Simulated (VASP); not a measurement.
Set up this calculation in VASP 6.6.1, as the native input.

```
Task                   : relaxation of cell and atoms
Functional             : PBE
Potentials or basis    : VASP PAW PBE potentials, release 64 (Si, N, O)
Cutoff                 : 600 eV
k mesh                 : 3 × 3 × 3
Occupations            : gaussian, width 0.1 eV
Spin                   : no spin polarisation
Dipole correction      : no
Further INCAR settings : LREAL = Auto; ALGO = Normal; EDIFF = 1e-06; ISYM = 0; IBRION = 2; EDIFFG = -0.04; NSW = 45; ISIF = 3
```

The structure of Si9N8O6 lies in POSCAR:

```
Si9N8O6
1.0
    6.8405802242     -0.0799457909     -0.3139206291
   -0.0733419238      6.8784184349     -0.5228453803
   -0.3131540069     -0.5355969245      6.1669292923
Si N O
9 8 6
Direct
    0.7519797421      0.3985345275      0.6827792152
    0.2090908266      0.4916402020      0.7036446699
    0.0559902678      0.0851388339      0.6565134673
    0.5919124868      0.6299987759      0.9383562588
    0.2657874125      0.4777711254      0.2187302321
    0.5073305209      0.7636968416      0.5445827323
    0.4549708078      0.2001486656      0.4735963162
    0.9032873555      0.6419408833      0.3871789919
    0.8767013847      0.9546345929      0.2003779584
    0.1490094576      0.9497516544      0.8711708910
    0.3437073449      0.5605538891      0.9801648925
    0.7678955038      0.7283246673      0.1391338792
    0.9650104194      0.5322719824      0.6347429761
    0.2500287738      0.2374903897      0.6326227369
    0.3132189041      0.6010833172      0.4985277034
    0.9856363469      0.8979056957      0.4513331679
    0.1010964709      0.9227957849      0.0386130554
    0.0252958908      0.4829464546      0.2067898403
    0.4849205234      0.9581261687      0.4278798215
    0.3692259286      0.2631770331      0.2319798364
    0.5622903116      0.8254242906      0.8076457314
    0.8752054479      0.2031616998      0.7661264283
    0.6675011791      0.6015891293      0.4485155025
```

The input as run:

INCAR

```
PREC = Accurate
ENCUT = 600
EDIFF = 1E-6
ISMEAR = 0
SIGMA = 0.1
LREAL = Auto
LASPH = True
NELM = 100
ALGO = Normal
ISIF = 3
LWAVE = False
LCHARG = False
GGA = PE
IBRION = 2
NSW = 45
EDIFFG = -0.04
ISYM = 0
```

KPOINTS

```
regular mesh
0
Gamma
  3 3 3
```

Potentials or basis: VASP PAW PBE potentials, release 64 (Si, N, O).

The run is started by

```bash
$ cat potpaw_PBE.64/Si/POTCAR potpaw_PBE.64/N/POTCAR potpaw_PBE.64/O/POTCAR > POTCAR
$ mpirun -np 1 vasp_std > vasp.out
```

Results of the run:

```
Relaxed volume                        : 12.48 Å³/atom
Relaxed cell                          : a = 6.830 Å, b = 6.898 Å, c = 6.205 Å, α = 99.09°, β = 95.57°, γ = 91.32°
Space group after relaxing (to 0.1 Å) : P1 (No. 1)
Energy gained by relaxing             : 0.6 meV/atom
Ionic steps                           : 20
Pressure after relaxing               : 0.1 GPa
Largest force after relaxing          : 0.038 eV/Å
Band gap on the k mesh                : 0.88 eV (least direct gap 1.04 eV)
```

Caveat: the standard files for N, O and F lose accuracy on very short bonds; the atoms stand as in a frame of molecular dynamics.

Wall time 40 min on 1 thread of Intel(R) Xeon(R) 6975P-C (Granite Rapids) (shared host), peak memory 0.55 GiB.
